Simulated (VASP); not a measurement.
# LiPb (Pm-3m) in VASP: a series of runs

The runs below take LiPb through vibrations by perturbation theory, with LDA.

Everything below comes from runs of VASP 6.6.1. Logs are shortened: lines on timing, memory, paths and dates and some standing lists are left out, and cuts for length are marked.

## (1) The cell of the first run

The structure is cubic, space group Pm-3m (No. 221). Conventional cell: a = 3.351 Å, b = 3.351 Å, c = 3.351 Å, α = 90.00°, β = 90.00°, γ = 90.00°. Li (site symmetry m-3m) has 8 Pb at 2.90 Å and 6 Li at 3.35 Å within 3.8 Å. Within 3.8 Å of Pb (site symmetry m-3m) lie 8 Li at 2.90 Å and 6 Pb at 3.35 Å.

## (2) Vibrations by perturbation theory, LDA

INCAR

```
SYSTEM = LiPb
  ALGO = Normal
  EDIFF = 1E-8
  ENCUT = 520
  GGA = CA
  IBRION = 8
  ISIF = 2
  ISMEAR = -1
  LASPH = .TRUE.
  LCHARG = .FALSE.
  LREAL = .FALSE.
  LWAVE = .FALSE.
  NELM = 100
  NSW = 1
  PREC = Accurate
  SIGMA = 0.15
```

KPOINTS

```
k-points
0
G
  12 12 12
  0 0 0
```

POSCAR

```
LiPb
1.0
    2.3696058069      1.3680925505      1.9347879078
   -2.3696058069      1.3680925505      1.9347879078
    0.0000000000     -2.7361851010      1.9347879077
Li Pb
1 1
Direct
    0.5000000000      0.5000000000      0.5000000000
    0.0000000000      0.0000000000      0.0000000000
```

Potentials or basis: VASP PAW LDA potentials, release 64 (Li_sv, Pb_d).

Started as:

```
cat potpaw_LDA.64/Li_sv/POTCAR potpaw_LDA.64/Pb_d/POTCAR > POTCAR
mpirun -np 1 vasp_std > vasp.out
```

OUTCAR:

```text
SYSTEM = LiPb
   EDIFF = 1E-8
   ENCUT = 520
   GGA = CA
   IBRION = 8
   ISIF = 2
   ISMEAR = -1
   LASPH = .TRUE.
   LREAL = .FALSE.
   NELM = 100
   NSW = 1
   PREC = Accurate

 ion  position               nearest neighbor table
   1  0.500  0.500  0.500-   2 2.90   2 2.90   2 2.90   2 2.90   2 2.90   2 2.90   2 2.90   2 2.90

   2  0.000  0.000  0.000-   1 2.90   1 2.90   1 2.90   1 2.90   1 2.90   1 2.90   1 2.90   1 2.90

  LATTYP: Found a simple cubic cell.
 ALAT       =     3.3511360991

  Lattice vectors:

 A1 = (   2.3696058069,   1.3680925505,   1.9347879078)
 A2 = (  -2.3696058069,   1.3680925505,   1.9347879078)
 A3 = (   0.0000000000,  -2.7361851010,   1.9347879077)

Analysis of symmetry for initial positions (statically):
=====================================================================
 Subroutine PRICEL returns:
 Original cell was already a primitive cell.

 Routine SETGRP: Setting up the symmetry group for a
 simple cubic supercell.

 Subroutine GETGRP returns: Found 48 space group operations
 (whereof 48 operations were pure point group operations)
 out of a pool of 48 trial point group operations.

The static configuration has the point symmetry O_h .

Analysis of symmetry for dynamics (positions and initial velocities):
=====================================================================
 Subroutine PRICEL returns:
 Original cell was already a primitive cell.

 Routine SETGRP: Setting up the symmetry group for a
 simple cubic supercell.

 Subroutine GETGRP returns: Found 48 space group operations
 (whereof 48 operations were pure point group operations)
 out of a pool of 48 trial point group operations.

The dynamic configuration has the point symmetry O_h .

 Subroutine INISYM returns: Found 48 space group operations
 (whereof 48 operations are pure point group operations),
 and found     1 'primitive' translations

----------------------------------------------------------------------------------------

                                     Primitive cell

  volume of cell :      37.6336

  direct lattice vectors                    reciprocal lattice vectors
     2.369605807  1.368092550  1.934787908     0.211005560  0.121824117  0.172284172
    -2.369605807  1.368092550  1.934787908    -0.211005560  0.121824117  0.172284172
     0.000000000 -2.736185101  1.934787908     0.000000000 -0.243648234  0.172284172

  length of vectors
     3.351136099  3.351136099  3.351136099     0.298406263  0.298406263  0.298406263

  position of ions in fractional coordinates (direct lattice)
     0.500000000  0.500000000  0.500000000
     0.000000000  0.000000000  0.000000000

  ion indices of the primitive-cell ions
   primitive index   ion index
                 1           1
                 2           2

----------------------------------------------------------------------------------------

 KPOINTS: k-points

Automatic generation of k-mesh.
 Grid dimensions read from file:
 generate k-points for:   12   12   12

 Generating k-lattice:

  Cartesian coordinates                     Fractional coordinates (reciprocal lattice)
     0.017583797  0.010152010  0.014357014     0.083333333 -0.000000000 -0.000000000
    -0.017583797  0.010152010  0.014357014    -0.000000000  0.083333333 -0.000000000
     0.000000000 -0.020304019  0.014357014    -0.000000000 -0.000000000  0.083333333

  Length of vectors
     0.024867189  0.024867189  0.024867189

  Shift w.r.t. Gamma in fractional coordinates (k-lattice)
     0.000000000  0.000000000  0.000000000

 Subroutine IBZKPT returns following result:
 ===========================================

 Found     84 irreducible k-points:

 Following reciprocal coordinates:
            Coordinates               Weight
  0.000000  0.000000  0.000000      1.000000
  0.083333  0.000000  0.000000      6.000000
  0.166667  0.000000  0.000000      6.000000
  0.250000  0.000000 -0.000000      6.000000
  0.333333  0.000000  0.000000      6.000000
  0.416667  0.000000  0.000000      6.000000
[... 16 lines left out ...]
  0.333333  0.333333  0.000000     12.000000
  0.416667  0.333333  0.000000     24.000000
 [... further k-points ...]
   k-points           NKPTS =     84   k-points in BZ     NKDIM =     84   number of bands    NBANDS=     12
   number of dos      NEDOS =    301   number of ions     NIONS =      2
   total plane-waves  NPLWV =  21952
[... 16 lines left out ...]
   LREAL  =      F    real-space projection
   EDIFFG = 0.1E-06   stopping-criterion for IOM
   NSW    =      1    number of steps for IOM
   IBRION =      8    ionic relax: 0-MD 1-quasi-New 2-CG
   NFREE  =      0    steps in history (QN), initial steepest desc. (CG)
   ISIF   =      2    stress and relaxation
   ISYM   =      2    0-nonsym 1-usesym 2-fastsym
   POTIM  = 0.5000    time-step for ionic-motion
   TEBEG  =    0.0;   TEEND  =   0.0 temperature during run
   PSTRESS=    0.0 pullay stress
   NELECT =      17.0000    total number of electrons
   NUPDOWN=      -1.0000    fix difference up-down
   EMIN   =  10.00;   EMAX   =-10.00  energy-range for DOS
   EFERMI =   0.00;   METHOD = LEGACY
   ISMEAR =    -1;   SIGMA  =   0.15  broadening in eV -4-tet -1-fermi 0-gaus
   EFERMI_NEDOS =   21; number of points for ismear=-14 and -15
   IALGO  =     38    algorithm
   IMIX   =      4    mixing-type and parameters
     AMIX     =   0.40;   BMIX     =  1.00
     AMIX_MAG =   1.60;   BMIX_MAG =  1.00
  volume/ion in A,a.u.               =      18.82       126.98
  Fermi-wavevector in a.u.,A,eV,Ry     =   1.256124  2.373730 21.467908  1.577847
  Thomas-Fermi vector in A             =   2.389847
   LORBIT       =      0    0 simple, 1 ext, 2 COOP (PROOUT), +10 PAW based schemes
   GGA     = CA    functional components
   LHFCALC =     F    Hartree Fock is set to
   AEXX    =    0.0000 exact exchange contribution
   IVDW    =     0    specifies the selected vdW correction
   LEPSILON=     F    determine dielectric tensor
   LRPA    =     F    only Hartree local field effects (RPA)
 non-spin polarized calculation
  energy-cutoff  :      520.00
  volume of cell :       37.63
 maximum number of plane-waves:      1064
 NGX is ok and might be reduce to    28
   NGX = 13   NGY = 13   NGZ = 13

--------------------------------------- Ionic step        1  -------------------------------------------

 number of electron      16.9999996 magnetization

 Free energy of the ion-electron system (eV)
  ---------------------------------------------------
  ext. energy  EPLUGINS =         0.00000000
  ---------------------------------------------------
  free energy    TOTEN  =        -6.91869803 eV

  energy without entropy =       -6.86662027  energy(sigma->0) =       -6.89265915

 E-fermi :   7.0405     XC(G=0): -10.4119

 val. band max:        7.0346010948   @ k =   0.1667   0.0833   0.0000
 cond. band min:       7.0594961666   @ k =   0.1667   0.1667   0.0000
 fundamental gap:      0.0248950718
 Fermi energy:         7.0404570272

 k-point     1 :       0.0000    0.0000    0.0000
  band No.  band energies     occupation
      1     -38.7116      2.00000
      2     -10.1162      2.00000
      3     -10.1162      2.00000
      4      -9.7043      2.00000
      5      -9.7043      2.00000
      6      -9.7042      2.00000
      7      -4.4497      2.00000
      8       9.3724      0.00000
      9       9.3724      0.00000
     10       9.3725      0.00000
     11      14.0017      0.00000
     12      14.0018      0.00000
[... 331 lines left out ...]
 k-point    24 :       0.4167    0.3333    0.0000
  band No.  band energies     occupation
      1     -38.7069      2.00000
      2      -9.9625      2.00000
      3      -9.9519      2.00000
      4      -9.8119      2.00000
      5      -9.7861      2.00000
      6      -9.6230      2.00000
      7      -1.4559      2.00000
      8       3.6866      2.00000
      9       5.3001      1.99998
     10      10.6324      0.00000
     11      13.4366      0.00000
     12      15.8111      0.00000

 [... further k-points ...]

------------------------ aborting loop because EDIFF is reached ----------------------------------------

  FORCE on cell =-STRESS in cart. coord.  units (eV):
  Direction    XX          YY          ZZ          XY          YZ          ZX
  --------------------------------------------------------------------------------------
  -------------------------------------------------------------------------------------
  Total        1.1789118      1.1789118      1.1789275      0.0000000      0.0000000     -0.0000000
  in kB       50.1898289     50.1898289     50.1904965      0.0000000      0.0000000     -0.0000000
  external PRESSURE =      50.1900514 kB  Pullay stress =       0.0000000 kB

 VOLUME and BASIS-vectors are now :
 -----------------------------------------------------------------------------
  energy-cutoff  :      520.00
  volume of cell :       37.63
      direct lattice vectors                 reciprocal lattice vectors
     2.369605807  1.368092550  1.934787908     0.211005560  0.121824117  0.172284172
    -2.369605807  1.368092550  1.934787908    -0.211005560  0.121824117  0.172284172
     0.000000000 -2.736185101  1.934787908     0.000000000 -0.243648234  0.172284172

 POSITION                                       TOTAL-FORCE (eV/Angst)
 -----------------------------------------------------------------------------------
      0.00000      0.00000      2.90218         0.000000      0.000000     -0.000000
      0.00000      0.00000      0.00000        -0.000000     -0.000000      0.000000
 -----------------------------------------------------------------------------------
    total drift:                               -0.000000     -0.000000      0.000000

  FREE ENERGIE OF THE ION-ELECTRON SYSTEM (eV)
  ---------------------------------------------------
  free  energy   TOTEN  =        -6.9186980270 eV

  energy  without entropy=       -6.8666202721  energy(sigma->0) =       -6.89265915

[... ionic steps 2 to 3 ...]

--------------------------------------- Ionic step        4  -------------------------------------------

------------------------ aborting loop because EDIFF is reached ----------------------------------------

[... ionic steps 5 to 6 ...]

--------------------------------------- Ionic step        7  -------------------------------------------

 Free energy of the ion-electron system (eV)
  ---------------------------------------------------
  ---------------------------------------------------
  free energy    TOTEN  =        -0.32871496 eV

  energy without entropy =       -0.32871496

------------------------ aborting loop because EDIFF is reached ----------------------------------------

 INTERNAL STRAIN TENSOR  FOR ION    2  DIRECTION 1   (eV/Angst):
 -----------------------------------------------------------------------------
     0.00627  0.00000  0.00000
     0.00000  0.00530 -0.00818
     0.00000 -0.00818 -0.00049

 INTERNAL STRAIN TENSOR FOR ION    2 for displacements in x,y,z  (eV/Angst):
          X           Y           Z          XY          YZ          ZX
  --------------------------------------------------------------------------------
  x     0.00000     0.00000     0.00000     0.00000     0.00000     0.00000
  y     0.00000     0.00000     0.00000     0.00000     0.00000     0.00000
  z     0.00000     0.00000     0.00000     0.00000     0.00000     0.00000

 SECOND DERIVATIVES (NOT SYMMETRIZED)
 ------------------------------------
               1X          1Y          1Z          2X          2Y          2Z
  1X    -2.179839   -0.000000    0.000000    2.179839    0.000000    0.000000
  1Y     0.000000   -2.179839   -0.000000    0.000000    2.179839    0.000000
  1Z     0.000000   -0.000000   -2.179868    0.000000    0.000000    2.179868
  2X     2.188677    0.000000   -0.000000   -2.188677   -0.000000    0.000000
  2Y     0.000000    2.188677    0.000000    0.000000   -2.188677   -0.000000
  2Z     0.000000    0.000000    2.188706    0.000000   -0.000000   -2.188706

 Eigenvectors and eigenvalues of the dynamical matrix
 ----------------------------------------------------

   1 f  =    8.864631 THz    55.698117 2PiTHz  295.692250 cm-1    36.661150 meV
             X         Y         Z           dx          dy          dz
      0.000000  0.000000  2.902182    -0.000000    0.000002    0.983436
      0.000000  0.000000  0.000000    -0.000000   -0.000000   -0.181255
[... 21 lines left out ...]
   6 f/i=    0.003197 THz     0.020085 2PiTHz    0.106628 cm-1     0.013220 meV
             X         Y         Z           dx          dy          dz
      0.000000  0.000000  2.902182    -0.000000    0.000002   -0.181255
      0.000000  0.000000  0.000000    -0.000000    0.000012   -0.983436

--------------------------------------------------------------------------------------------------------

 ELASTIC MODULI CONTR FROM IONIC RELAXATION (kBar)
 Direction    XX          YY          ZZ          XY          YZ          ZX
 --------------------------------------------------------------------------------
 XX           0.0000      0.0000      0.0000      0.0000      0.0000      0.0000
 YY           0.0000      0.0000      0.0000      0.0000      0.0000      0.0000
 ZZ           0.0000      0.0000      0.0000      0.0000      0.0000      0.0000
 XY           0.0000      0.0000      0.0000      0.0000      0.0000      0.0000
 YZ           0.0000      0.0000      0.0000      0.0000      0.0000      0.0000
 ZX           0.0000      0.0000      0.0000      0.0000      0.0000      0.0000
 --------------------------------------------------------------------------------
```

Run time: 8.1 min. Hardware: 1 thread of Intel Xeon Platinum 8375C at 2.90GHz (Ice Lake), shared host; peak memory 0.4 GiB.

What came out:

| Quantity | Value |
| --- | --- |
| Highest phonon frequency at Γ | 296 cm⁻¹ |

Phonon frequencies in cm⁻¹ (negative: imaginary):
```tsv
q point	frequencies
(0.000, 0.000, 0.000)	0 0 0 296 296 296
```

Caveat: the cell stands under pressure or tension, which shifts response properties; the cutoff is under 1.25 times the usual one of these potentials, so pressure, stress and relaxed cells hold a basis-set (Pulay) error; spin-orbit coupling is left out, which moves the levels of the heavy elements.

## (3) Vibrations by perturbation theory, LDA (20.40 Å³/atom)

This run uses another cell than the first one, of 20.40 Å³/atom.

INCAR

```
PREC = Accurate ; ENCUT = 520
EDIFF = 1E-8 ; ISMEAR = -1
SIGMA = 0.15 ; LREAL = F
LASPH = T ; NELM = 100
ALGO = Normal ; ISIF = 2
LWAVE = F ; LCHARG = F
IBRION = 8 ; NSW = 1
```

KPOINTS

```
regular mesh
0
Gamma
  12 12 12
```

POSCAR

```
LiPb
1.0
    2.4341676573      1.4053673522      1.9875650899
   -2.4341676573      1.4053673522      1.9875650899
    0.0000000000     -2.8107347044      1.9875650899
Li Pb
1 1
Direct
    0.5000000000      0.5000000000      0.5000000000
    0.0000000000      0.0000000000      0.0000000000
```

Potentials or basis: VASP PAW LDA potentials, release 64 (Li_sv, Pb_d).

Started as:

```
cat potpaw_LDA.64/Li_sv/POTCAR potpaw_LDA.64/Pb_d/POTCAR > POTCAR
mpirun -np 1 vasp_std > vasp.out
```

OUTCAR:

```text
PREC = Accurate
   ENCUT = 520
   EDIFF = 1E-8
   ISMEAR = -1
   LREAL = F
   LASPH = T
   NELM = 100
   ISIF = 2
   IBRION = 8
   NSW = 1

 ion  position               nearest neighbor table
   1  0.500  0.500  0.500-   2 2.98   2 2.98   2 2.98   2 2.98   2 2.98   2 2.98   2 2.98   2 2.98

   2  0.000  0.000  0.000-   1 2.98   1 2.98   1 2.98   1 2.98   1 2.98   1 2.98   1 2.98   1 2.98

  LATTYP: Found a trigonal (rhomboedric) cell.
 ALAT       =     3.4424765163
 COS(alpha) =     0.0000253317

  Lattice vectors:

 A1 = (   2.4341676573,   1.4053673522,   1.9875650899)
 A2 = (  -2.4341676573,   1.4053673522,   1.9875650899)
 A3 = (   0.0000000000,  -2.8107347044,   1.9875650899)

Analysis of symmetry for initial positions (statically):
=====================================================================
 Subroutine PRICEL returns:
[... 601 lines left out ...]
------------------------ aborting loop because EDIFF is reached ----------------------------------------

 INTERNAL STRAIN TENSOR  FOR ION    2  DIRECTION 3   (eV/Angst):
 -----------------------------------------------------------------------------
    -0.00345  0.00000  0.00000
     0.00000 -0.00345 -0.00000
    -0.00000 -0.00000 -0.00372

 INTERNAL STRAIN TENSOR FOR ION    2 for displacements in x,y,z  (eV/Angst):
          X           Y           Z          XY          YZ          ZX
  --------------------------------------------------------------------------------
  x     0.00000     0.00000     0.00000     0.00000     0.00000     0.00000
  y     0.00000     0.00000     0.00000     0.00000     0.00000     0.00000
  z     0.00000     0.00000     0.00000     0.00000     0.00000     0.00000

 SECOND DERIVATIVES (NOT SYMMETRIZED)
 ------------------------------------
               1X          1Y          1Z          2X          2Y          2Z
  1X    -1.801356    0.000000    0.000000    1.801356    0.000000    0.000000
  1Y     0.000000   -1.801356    0.000000    0.000000    1.801356   -0.000000
  1Z     0.000000    0.000000   -1.818581    0.000000    0.000000    1.818581
  2X     1.724773    0.000000    0.000000   -1.724773    0.000000    0.000000
  2Y     0.000000    1.724773   -0.000000    0.000000   -1.724773    0.000000
  2Z     0.000000    0.000000    1.724165    0.000000    0.000000   -1.724165

 Eigenvectors and eigenvalues of the dynamical matrix
 ----------------------------------------------------

   1 f  =    8.089440 THz    50.827452 2PiTHz  269.834682 cm-1    33.455222 meV
             X         Y         Z           dx          dy          dz
      0.000000  0.000000  2.981348    -0.000000    0.000000   -0.984328
      0.000000  0.000000  0.000000     0.000000   -0.000000    0.176348
[... 21 lines left out ...]
   6 f/i=    0.037424 THz     0.235140 2PiTHz    1.248322 cm-1     0.154772 meV
             X         Y         Z           dx          dy          dz
      0.000000  0.000000  2.981348     0.000000   -0.000000    0.176348
      0.000000  0.000000  0.000000     0.000000   -0.000000    0.984328

--------------------------------------------------------------------------------------------------------

 ELASTIC MODULI CONTR FROM IONIC RELAXATION (kBar)
 Direction    XX          YY          ZZ          XY          YZ          ZX
 --------------------------------------------------------------------------------
 XX           0.0000      0.0000      0.0000      0.0000      0.0000      0.0000
 YY           0.0000      0.0000      0.0000      0.0000      0.0000      0.0000
 ZZ           0.0000      0.0000      0.0000      0.0000      0.0000      0.0000
 XY           0.0000      0.0000      0.0000      0.0000      0.0000      0.0000
 YZ           0.0000      0.0000      0.0000      0.0000      0.0000      0.0000
 ZX           0.0000      0.0000      0.0000      0.0000      0.0000      0.0000
 --------------------------------------------------------------------------------
```

OSZICAR:

```text
N       E                     dE             d eps       ncg     rms          rms(c)
DAV:   1     0.132310594548E+03    0.13231E+03   -0.83663E+03  4560   0.157E+03
DAV:   2     0.237778683983E+01   -0.12993E+03   -0.12716E+03  4588   0.371E+02
DAV:   3    -0.675859947288E+01   -0.91364E+01   -0.90329E+01  8712   0.966E+01
DAV:   4    -0.703183543416E+01   -0.27324E+00   -0.27122E+00  5920   0.126E+01
[... 86 lines left out ...]
RMM:  18    -0.330142547210E+00    0.55309E-07    0.10584E-07 11422   0.293E-04    0.213E-06
RMM:  19    -0.330142475722E+00    0.71488E-07   -0.18055E-08 11494   0.268E-04    0.145E-06
RMM:  20    -0.330142524005E+00   -0.48283E-07    0.33827E-08 11306   0.250E-04    0.177E-06
RMM:  21    -0.330142517735E+00    0.62694E-08   -0.43065E-08 10425   0.237E-04    0.167E-06
 Linear response finished
```

Run time: 16 min. Hardware: 1 thread of Intel Xeon Platinum 8375C at 2.90GHz (Ice Lake), shared host; peak memory 0.73 GiB.

What came out:

| Item | Value |
| --- | --- |
| Highest phonon frequency at Γ | 270 cm⁻¹ |

Phonon frequencies in cm⁻¹ (negative: imaginary):
```tsv
q point	frequencies
(0.000, 0.000, 0.000)	-1 -1 -1 269 269 270
```

Caveat: the cutoff is under 1.25 times the usual one of these potentials, so pressure, stress and relaxed cells hold a basis-set (Pulay) error; spin-orbit coupling is left out, which moves the levels of the heavy elements.
